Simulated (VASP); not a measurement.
Input of a VASP 6.6.1 run:

File INCAR:

```
AGGAC = 1.0
AGGAX = 1.0
ALDAC = 0.0
ALDAX = 1.0
ALGO = Normal
EDIFF = 1E-6
ENCUT = 520
GGA = B5
ISIF = 2
ISMEAR = -1
LASPH = True
LCHARG = True
LELF = True
LREAL = False
LVHAR = True
LWAVE = False
NBANDS = 21
NELM = 80
PREC = Accurate
SIGMA = 0.05
```

Contents of KPOINTS:

```
k-points
0
Gamma
  7 7 7
```

Contents of POSCAR:

```
Sn
1.0
    0.0000000000      3.2547562903      3.2547562903
    3.2547562903      0.0000000000      3.2547562903
    3.2547562903      3.2547562903      0.0000000000
Sn
2
Direct
    0.7500000000      0.7500000000      0.7500000000
    0.5000000000      0.5000000000      0.5000000000
```

Potentials or basis: VASP PAW PBE potentials, release 64 (Sn_d).

Launch:

```sh
$ cat potpaw_PBE.64/Sn_d/POTCAR > POTCAR
$ mpirun -np 1 vasp_std > vasp.out
```

Problem. What does it give for the pressure?

Solution. 5.4 GPa.

Problem. What does it give for the band gap on the k mesh?

Solution. Zero (band 14 reaches 6.07 eV, above the bottom of band 15 at 5.97 eV).

Caveat: the PAW data sets were made with another functional, which shifts forces and pressure a little; spin-orbit coupling is left out, which moves the levels of the heavy elements.
